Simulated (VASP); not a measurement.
Input of a VASP 6.6.1 run:

The input INCAR:

```
ALGO     = Normal         # electronic algorithm
EDIFF    = 1E-6           # SCF threshold, eV
ENCUT    = 520            # plane-wave cutoff, eV
GGA      = RP             # functional
ISIF     = 2              # what is computed and relaxed
ISMEAR   = -1             # smearing method
LASPH    = T              # aspherical terms in the spheres
LCHARG   = T              # write CHGCAR
LELF     = T              # ELF
LREAL    = F              # projectors in reciprocal space
LVHAR    = T            
LWAVE    = F              # write WAVECAR
NBANDS   = 13             # bands
NELM     = 100            # most SCF steps
PREC     = Accurate       # precision mode
SIGMA    = 0.1            # smearing width, eV
```

KPOINTS

```
k-points
0
Gamma
  9 9 9
```

The input POSCAR:

```
Te
1.0
    0.0000000000      3.6860096081      3.6860096081
    3.6860096081      0.0000000000      3.6860096081
    3.6860096081      3.6860096081      0.0000000000
Te
2
Direct
    0.1250000000      0.1250000000      0.1250000000
    0.8750000000      0.8750000000      0.8750000000
```

Potentials or basis: VASP PAW PBE potentials, release 64 (Te).

Command:

```bash
$ cat potpaw_PBE.64/Te/POTCAR > POTCAR
$ mpirun -np 1 vasp_std > vasp.out
```

**Question.** Predict the band gap on the k mesh.

**Answer.** Zero (bands 6 and 7 overlap by 0.82 eV).

**Question.** Predict the pressure.

**Answer.** -0.9 GPa.

Caveat: the PAW data sets were made with another functional, which shifts forces and pressure a little; spin-orbit coupling is left out, which moves the levels of the heavy elements.
